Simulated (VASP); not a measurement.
# WC (rocksalt type) (Fm-3m) in VASP: single point with LDA

Aim: the single point of WC (rocksalt type) with LDA.

Program: VASP 6.6.1. These are calculated values, not measurements. Logs are shortened: lines on timing, memory, paths and dates and some standing lists are left out, and cuts for length are marked.

### Step 1. The cell of the first run

Symmetry: Fm-3m, No. 225, cubic system. Conventional cell: a = 4.235 Å, b = 4.235 Å, c = 4.235 Å, α = 90.00°, β = 90.00°, γ = 90.00°. W (site symmetry m-3m) has 6 C at 2.12 Å within 2.8 Å. Within 2.8 Å of C (site symmetry m-3m) lie 6 W at 2.12 Å.

### Step 2. Single point, LDA (9.49 Å³/atom)

Contents of POSCAR:

```
WC
1.0
    0.0000000000      2.1174673387      2.1174673387
    2.1174673387      0.0000000000      2.1174673387
    2.1174673387      2.1174673387      0.0000000000
W C
1 1
Direct
    0.0000000000      0.0000000000      0.0000000000
    0.5000000000      0.5000000000      0.5000000000
```

Contents of INCAR.step1:

```
ALGO     = Normal         # electronic algorithm
EDIFF    = 1E-6           # SCF threshold, eV
ENCUT    = 910            # plane-wave cutoff, eV
GGA      = CA             # functional
GGA_COMPAT= F            
ISIF     = 2              # what is computed and relaxed
ISMEAR   = -1             # smearing method
LASPH    = T              # aspherical terms in the spheres
LCHARG   = T              # write CHGCAR
LMAXMIX  = 4              # l up to which the mixer works
LORBIT   = 11             # projections on sites
LREAL    = F              # projectors in reciprocal space
LWAVE    = F              # write WAVECAR
NBANDS   = 16             # bands
NEDOS    = 2001           # points of the DOS
NELM     = 120            # most SCF steps
PREC     = Accurate       # precision mode
SIGMA    = 0.1            # smearing width, eV
```

Contents of KPOINTS.step1:

```
k-points
0
Gamma
  17 17 17
```

Contents of INCAR.step2:

```
ALGO     = Normal         # electronic algorithm
EDIFF    = 1E-6           # SCF threshold, eV
ENCUT    = 910            # plane-wave cutoff, eV
GGA      = CA             # functional
GGA_COMPAT= F            
ICHARG   = 11             # starting density
ISIF     = 2              # what is computed and relaxed
ISMEAR   = -5             # smearing method
LASPH    = T              # aspherical terms in the spheres
LCHARG   = F              # write CHGCAR
LMAXMIX  = 4              # l up to which the mixer works
LORBIT   = 11             # projections on sites
LREAL    = F              # projectors in reciprocal space
LWAVE    = F              # write WAVECAR
NEDOS    = 1001           # points of the DOS
NELM     = 120            # most SCF steps
PREC     = Accurate       # precision mode
SIGMA    = 0.1            # smearing width, eV
```

Contents of KPOINTS.step2:

```
k-points
0
Gamma
  26 26 26
```

Potentials or basis: VASP PAW LDA potentials, release 64 (W_sv, C_h).

Started as:

```
$ cat potpaw_LDA.64/W_sv/POTCAR potpaw_LDA.64/C_h/POTCAR > POTCAR
$ cp INCAR.step1 INCAR
$ cp KPOINTS.step1 KPOINTS
$ mpirun -np 1 vasp_std > vasp.out
$ cp INCAR.step2 INCAR
$ cp KPOINTS.step2 KPOINTS
$ mpirun -np 1 vasp_std > vasp.out
```

OUTCAR:

```text
EDIFF = 1E-6
   ENCUT = 910
   GGA = CA
   ICHARG = 11
   ISIF = 2
   ISMEAR = -5
   LASPH = T
   LORBIT = 11
   LREAL = F
   NELM = 120
   PREC = Accurate

 ion  position               nearest neighbor table
   1  0.000  0.000  0.000-   2 2.12   2 2.12   2 2.12   2 2.12   2 2.12   2 2.12
   2  0.500  0.500  0.500-   1 2.12   1 2.12   1 2.12   1 2.12   1 2.12   1 2.12

  LATTYP: Found a face centered cubic cell.
 ALAT       =     4.2349346774

  Lattice vectors:

 A1 = (   0.0000000000,   2.1174673387,   2.1174673387)
 A2 = (   2.1174673387,   0.0000000000,   2.1174673387)
 A3 = (   2.1174673387,   2.1174673387,   0.0000000000)

Analysis of symmetry for initial positions (statically):
=====================================================================
 Subroutine PRICEL returns:
 Original cell was already a primitive cell.

 Routine SETGRP: Setting up the symmetry group for a
 face centered cubic supercell.

 Subroutine GETGRP returns: Found 48 space group operations
 (whereof 48 operations were pure point group operations)
 out of a pool of 48 trial point group operations.

The static configuration has the point symmetry O_h .

Analysis of symmetry for dynamics (positions and initial velocities):
=====================================================================
 Subroutine PRICEL returns:
 Original cell was already a primitive cell.

 Routine SETGRP: Setting up the symmetry group for a
 face centered cubic supercell.

 Subroutine GETGRP returns: Found 48 space group operations
 (whereof 48 operations were pure point group operations)
 out of a pool of 48 trial point group operations.

The dynamic configuration has the point symmetry O_h .

 Subroutine INISYM returns: Found 48 space group operations
 (whereof 48 operations are pure point group operations),
 and found     1 'primitive' translations

----------------------------------------------------------------------------------------

                                     Primitive cell

  volume of cell :      18.9880

  direct lattice vectors                    reciprocal lattice vectors
     0.000000000  2.117467339  2.117467339    -0.236131151  0.236131151  0.236131151
     2.117467339  0.000000000  2.117467339     0.236131151 -0.236131151  0.236131151
     2.117467339  2.117467339  0.000000000     0.236131151  0.236131151 -0.236131151

  length of vectors
     2.994551028  2.994551028  2.994551028     0.408991151  0.408991151  0.408991151

  position of ions in fractional coordinates (direct lattice)
     0.000000000  0.000000000  0.000000000
     0.500000000  0.500000000  0.500000000

  ion indices of the primitive-cell ions
   primitive index   ion index
                 1           1
                 2           2

----------------------------------------------------------------------------------------

 KPOINTS: k-points

Automatic generation of k-mesh.
 Grid dimensions read from file:
 generate k-points for:   26   26   26

 Generating k-lattice:

  Cartesian coordinates                     Fractional coordinates (reciprocal lattice)
    -0.009081967  0.009081967  0.009081967     0.038461538  0.000000000  0.000000000
     0.009081967 -0.009081967  0.009081967     0.000000000  0.038461538  0.000000000
     0.009081967  0.009081967 -0.009081967     0.000000000  0.000000000  0.038461538

  Length of vectors
     0.015730429  0.015730429  0.015730429

  Shift w.r.t. Gamma in fractional coordinates (k-lattice)
     0.000000000  0.000000000  0.000000000

 TETIRR: Found   2360 inequivalent tetrahedra from   105456

 Subroutine IBZKPT returns following result:
 ===========================================

 Found    511 irreducible k-points:

 Following reciprocal coordinates:
            Coordinates               Weight
  0.000000  0.000000  0.000000      1.000000
  0.038462  0.000000  0.000000      8.000000
  0.076923  0.000000  0.000000      8.000000
  0.115385  0.000000  0.000000      8.000000
  0.153846  0.000000  0.000000      8.000000
  0.192308  0.000000  0.000000      8.000000
[... 16 lines left out ...]
  0.346154  0.038462  0.000000     24.000000
  0.384615  0.038462  0.000000     24.000000
 [... further k-points ...]
   k-points           NKPTS =    511   k-points in BZ     NKDIM =    511   number of bands    NBANDS=     13
   number of dos      NEDOS =   1001   number of ions     NIONS =      2
   total plane-waves  NPLWV =  27000
   dimension x,y,z NGX =    30 NGY =   30 NGZ =   30
   dimension x,y,z NGXF=    60 NGYF=   60 NGZF=   60
   ions per type =               1   1
   NGX,Y,Z   is equivalent  to a cutoff of  16.65, 16.65, 16.65 a.u.
   NGXF,Y,Z  is equivalent  to a cutoff of  33.31, 33.31, 33.31 a.u.
 SYSTEM =  unknown system
   PREC   = accura    normal or accurate (medium, high low for compatibility)
   ISTART =      0    job   : 0-new  1-cont  2-samecut
   ICHARG =     11    charge: 1-file 2-atom 10-const
   ISPIN  =      1    spin polarized calculation?
   LNONCOLLINEAR =      F non collinear calculations
   LSORBIT =      F    spin-orbit coupling
   LASPH  =      T    aspherical Exc in radial PAW
   ENCUT  =  910.0 eV  66.88 Ry    8.18 a.u.   7.37  7.37  7.37*2*pi/ulx,y,z
   NELM   =    120;   NELMIN=  2; NELMDL=  0     # of ELM steps
   EDIFF  = 0.1E-05   stopping-criterion for ELM
   LREAL  =      F    real-space projection
   EDIFFG = 0.1E-04   stopping-criterion for IOM
   NSW    =      0    number of steps for IOM
   IBRION =     -1    ionic relax: 0-MD 1-quasi-New 2-CG
   NFREE  =      0    steps in history (QN), initial steepest desc. (CG)
   ISIF   =      2    stress and relaxation
   ISYM   =      2    0-nonsym 1-usesym 2-fastsym
   POTIM  = 0.5000    time-step for ionic-motion
   TEBEG  =    0.0;   TEEND  =   0.0 temperature during run
   PSTRESS=    0.0 pullay stress
   NELECT =      18.0000    total number of electrons
   NUPDOWN=      -1.0000    fix difference up-down
   EMIN   =  10.00;   EMAX   =-10.00  energy-range for DOS
   EFERMI =   0.00;   METHOD = LEGACY
   ISMEAR =    -5;   SIGMA  =   0.10  broadening in eV -4-tet -1-fermi 0-gaus
   EFERMI_NEDOS =   21; number of points for ismear=-14 and -15
   IALGO  =     38    algorithm
   IMIX   =      4    mixing-type and parameters
     AMIX     =   0.40;   BMIX     =  1.00
     AMIX_MAG =   1.60;   BMIX_MAG =  1.00
  volume/ion in A,a.u.               =       9.49        64.07
  Fermi-wavevector in a.u.,A,eV,Ry     =   1.608196  3.039050 35.188666  2.586294
  Thomas-Fermi vector in A             =   2.704104
   LORBIT       =     11    0 simple, 1 ext, 2 COOP (PROOUT), +10 PAW based schemes
   GGA     = CA    functional components
   LHFCALC =     F    Hartree Fock is set to
   AEXX    =    0.0000 exact exchange contribution
   IVDW    =     0    specifies the selected vdW correction
   LEPSILON=     F    determine dielectric tensor
   LRPA    =     F    only Hartree local field effects (RPA)
 non-spin polarized calculation
 Fermi weights with tetrahedron method with Bloechl corrections
  energy-cutoff  :      910.00
  volume of cell :       18.99
 maximum number of plane-waves:      1243
 NGX is ok and might be reduce to    30

 number of electron      18.0000001 magnetization

 Free energy of the ion-electron system (eV)
  ---------------------------------------------------
  ext. energy  EPLUGINS =         0.00000000
  ---------------------------------------------------
  free energy    TOTEN  =       -23.69349521 eV

  energy without entropy =      -23.69349521  energy(sigma->0) =      -23.69349521

 E-fermi :  14.3007     XC(G=0): -14.5225

 val. band max:       14.3225167327   @ k =   0.3462   0.0000   0.0000
 cond. band min:      14.2584889107   @ k =   0.1154   0.1154   0.0000
 fundamental gap:     -0.0640278220
 Fermi energy:        14.3007357496

 k-point     1 :       0.0000    0.0000    0.0000
  band No.  band energies     occupation
      1     -60.5952      2.00000
      2     -24.8301      2.00000
      3     -24.8301      2.00000
      4     -24.8301      2.00000
      5      -2.2295      2.00000
      6      11.1342      2.00000
      7      11.1342      2.00000
      8      11.1342      2.00000
      9      13.0662      2.00000
     10      13.0662      2.00000
     11      13.0662      2.00000
     12      13.2291      2.00000
     13      13.2291      2.22038

 k-point     2 :       0.0385    0.0000    0.0000
  band No.  band energies     occupation
      1     -60.5942      2.00000
      2     -24.8438      2.00000
      3     -24.8315      2.00000
      4     -24.8315      2.00000
      5      -2.1807      2.00000
      6      10.9576      2.00000
      7      11.1190      2.00000
      8      11.1190      2.00000
      9      12.3870      2.00000
     10      12.3870      2.00000
     11      13.1595      2.00000
     12      14.0171      1.96902
     13      14.0171      1.11541

 k-point     3 :       0.0769    0.0000    0.0000
  band No.  band energies     occupation
      1     -60.5915      2.00000
      2     -24.8840      2.00000
      3     -24.8355      2.00000
      4     -24.8355      2.00000
      5      -2.0358      2.00000
      6      10.5153      2.00000
      7      10.9461      2.00000
      8      10.9461      2.00000
      9      11.9115      2.00000
     10      11.9115      2.00000
     11      13.3638      2.00000
     12      14.9445     -0.25120
     13      14.9445     -0.00435
[... 305 lines left out ...]
 k-point    23 :       0.3462    0.0385    0.0000
  band No.  band energies     occupation
      1     -60.5465      2.00000
      2     -25.5010      2.00000
      3     -24.9129      2.00000
      4     -24.8995      2.00000
      5       0.8239      2.00000
      6       6.0878      2.00000
      7       7.5860      2.00000
      8       7.7839      2.00000
      9      13.7778      2.02009
     10      14.4486      0.28566
     11      15.2733      0.00000
     12      21.1394      0.00000
     13      22.0550      0.00000

 k-point    24 :       0.3846    0.0385    0.0000
  band No.  band energies     occupation
      1     -60.5404      2.00000
      2     -25.5817      2.00000
      3     -24.9202      2.00000
      4     -24.9104      2.00000
      5       1.4012      2.00000
      6       5.4628      2.00000
      7       7.3300      2.00000
      8       7.4822      2.00000
      9      14.2811      1.25887
     10      14.9026      0.00000
     11      15.7279      0.00000
     12      21.8231      0.00000
     13      22.0451      0.00000

 [... further k-points ...]

------------------------ aborting loop because EDIFF is reached ----------------------------------------

  FORCE on cell =-STRESS in cart. coord.  units (eV):
  Direction    XX          YY          ZZ          XY          YZ          ZX
  --------------------------------------------------------------------------------------
  -------------------------------------------------------------------------------------
  Total        3.6830635      3.6830635      3.6830635      0.0000000     -0.0000000      0.0000000
  in kB      310.7703940    310.7703940    310.7703940      0.0000000     -0.0000000      0.0000000
  external PRESSURE =     310.7703940 kB  Pullay stress =       0.0000000 kB

 VOLUME and BASIS-vectors are now :
 -----------------------------------------------------------------------------
  energy-cutoff  :      910.00
  volume of cell :       18.99
      direct lattice vectors                 reciprocal lattice vectors
     0.000000000  2.117467339  2.117467339    -0.236131151  0.236131151  0.236131151
     2.117467339  0.000000000  2.117467339     0.236131151 -0.236131151  0.236131151
     2.117467339  2.117467339  0.000000000     0.236131151  0.236131151 -0.236131151

 POSITION                                       TOTAL-FORCE (eV/Angst)
 -----------------------------------------------------------------------------------
      0.00000      0.00000      0.00000        -0.000000      0.000000     -0.000000
      2.11747      2.11747      2.11747         0.000000     -0.000000      0.000000
 -----------------------------------------------------------------------------------
    total drift:                               -0.000000      0.000000      0.000000

  FREE ENERGIE OF THE ION-ELECTRON SYSTEM (eV)
  ---------------------------------------------------
  free  energy   TOTEN  =       -23.6934952136 eV

  energy  without entropy=      -23.6934952136  energy(sigma->0) =      -23.69349521

 total charge

# of ion       s       p       d       tot
------------------------------------------
    1        2.336   6.442   3.592  12.369
    2        0.469   0.995   0.000   1.464
--------------------------------------------------
tot          2.804   7.437   3.592  13.833
```

Run time: 2.2 min. Hardware: 1 thread of Intel Xeon Platinum 8488C (Sapphire Rapids), shared host; peak memory 0.42 GiB.

Results:

```
Valence electrons inside the program's atomic spheres : W 12.37; C 1.46
```

Levels at points of the mesh, in eV from the Fermi level:
| k point | band 7 | band 8 | band 9 | band 10 | band 11 | band 12 |
| --- | --- | --- | --- | --- | --- | --- |
| (0.00, 0.00, 0.00) | -3.17 | -3.17 | -1.23 | -1.23 | -1.23 | -1.07 |
| (0.50, 0.00, 0.00) | -7.34 | -7.34 | 1.26 | 1.26 | 2.78 | 5.19 |
| (0.50, 0.50, 0.00) | -5.69 | -2.60 | -2.60 | 1.05 | 2.71 | 2.71 |

Caveat: the cutoff is under 1.25 times the usual one of these potentials, so pressure, stress and relaxed cells hold a basis-set (Pulay) error; the highest band is partly filled, so the run has too few bands; spin-orbit coupling is left out, which moves the levels of the heavy elements.
